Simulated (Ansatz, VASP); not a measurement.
**One calculation of BiTe, two programs**

INCAR

```
PREC = Accurate ; ENCUT = 520
EDIFF = 1E-7 ; ISMEAR = 0
SIGMA = 0.15 ; LREAL = False
LASPH = True ; NELM = 60
ALGO = Normal ; ISIF = 2
LWAVE = False ; LCHARG = False
GGA = PE ; NBANDS = 18
```

Contents of KPOINTS:

```
Automatic mesh
0
Gamma
  12 12 12
```

POSCAR

```
BiTe
1.0
    2.3863671562      1.3777697200      3.3172919545
   -2.3863671562      1.3777697200      3.3172919545
    0.0000000000     -2.7555394400      3.3172919545
Bi Te
1 1
Direct
    0.5000000000      0.5000000000      0.5000000000
    0.0000000000      0.0000000000      0.0000000000
```

Input for Ansatz:

```yaml
crystal:
  lattice:
    - [2.3863671562, 1.37776972, 3.3172919545]
    - [-2.3863671562, 1.37776972, 3.3172919545]
    - [0.0, -2.75553944, 3.3172919545]
  atoms:
    - { symbol: Bi, position: [0.5, 0.5, 0.5] }
    - { symbol: Te, position: [0.0, 0.0, 0.0] }
basis:
  ecutwfc: 420
kpoints:
  mp_grid: { grid: [12, 12, 12] }
hamiltonian:
  xc: pbe
scf:
  occupations: { method: gaussian, width: 0.15 }
output:
  forces: true
  stress: true
  eigenvalues: true
```

Change from the starting cell: strain -0.015 along x and y, +0.000 along z, atoms carried along.

Alike in both runs: task single point; functional PBE; k mesh 12 × 12 × 12; occupations gaussian, width 0.15 eV; no spin polarisation.

|  | VASP | Ansatz |
| --- | --- | --- |
| version | VASP 6.6.1 | Ansatz 0.2.0 |
| potentials or method | VASP PAW PBE potentials, release 64 (Bi_d, Te), cutoff 520 eV | scalar-relativistic, plane waves, PAW |
| valence electrons in the cell | 21 | 31 |

```tsv
	VASP	Ansatz	Ansatz less VASP
gap on the k mesh at the Fermi level (eV)	none	none	-
pressure (GPa)	1.6	1.7	+0.05
traceless stress, the component that is largest in VASP (GPa)	-0.48	-0.48	-0.001
```

A gap of «none» marks a metal or a gap that the smearing closes. VASP's potentials hold 21 valence electrons a cell and Ansatz's 31, so a difference there can come from the potentials and not from the codes.

Spin-orbit coupling is off throughout.
